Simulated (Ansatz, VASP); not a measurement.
**One calculation of Fe, two programs**

File INCAR:

```
PREC = Accurate
ENCUT = 520
EDIFF = 1E-6
ISMEAR = -1
SIGMA = 0.05
LREAL = F
LASPH = T
NELM = 150
ALGO = Normal
ISIF = 2
LWAVE = F
LCHARG = F
ISPIN = 2
MAGMOM = 2.208
LORBIT = 11
LMAXMIX = 4
GGA = PE
NBANDS = 14
```

KPOINTS

```
regular mesh
0
Gamma
  25 25 25
```

File POSCAR:

```
Fe
1.0
   -1.4531094921      1.4531094921      1.4531094921
    1.4531094921     -1.4531094921      1.4531094921
    1.4531094921      1.4531094921     -1.4531094921
Fe
1
Direct
    0.0000000000      0.0000000000      0.0000000000
```

Input for Ansatz:

```yaml
crystal:
  lattice:
    - [-1.4531094921, 1.4531094921, 1.4531094921]
    - [1.4531094921, -1.4531094921, 1.4531094921]
    - [1.4531094921, 1.4531094921, -1.4531094921]
  atoms:
    - { symbol: Fe, position: [0.0, 0.0, 0.0], spin: 2.208 }
hamiltonian:
  xc: pbe
  pseudopotentials:
    kind: paw
    azcp:
      Fe: "pseudopotentials/Fe.paw.azcp"
basis:
  ecutwfc: 420
  fft_grid_basis: typed
kpoints:
  mp_grid: { grid: [25, 25, 25], shift: [0, 0, 0] }
magnetization:
  spin_polarized: true
scf:
  occupations: { method: fermi_dirac, width: 0.05 }
output:
  stress: true
```

Alike in both runs: task single point; functional PBE; k mesh 25 × 25 × 25; occupations fermi-dirac, width 0.05 eV; collinear spin.

|  | VASP | Ansatz |
| --- | --- | --- |
| version | VASP 6.6.1 | Ansatz 0.2.0 |
| potentials or method | VASP PAW PBE potentials, release 64 (Fe), cutoff 520 eV | plane waves (420 eV) with PAW, scalar-relativistic |
| valence electrons in the cell | 8 | 16 |

```csv
,VASP,Ansatz,Ansatz less VASP
pressure (GPa),-11.8,-12.1,-0.28
net moment per atom (μB),2.34,2.31,-0.031
size of the moment on the site where the two differ most (μB),2.35,2.37,+0.019
```

Site moments also hang on the region over which each program counts them. With one functional, cell and mesh, what is left measures potentials, basis and numerics. VASP's potentials hold 8 valence electrons a cell and Ansatz's 16, so a difference there can come from the potentials and not from the codes.
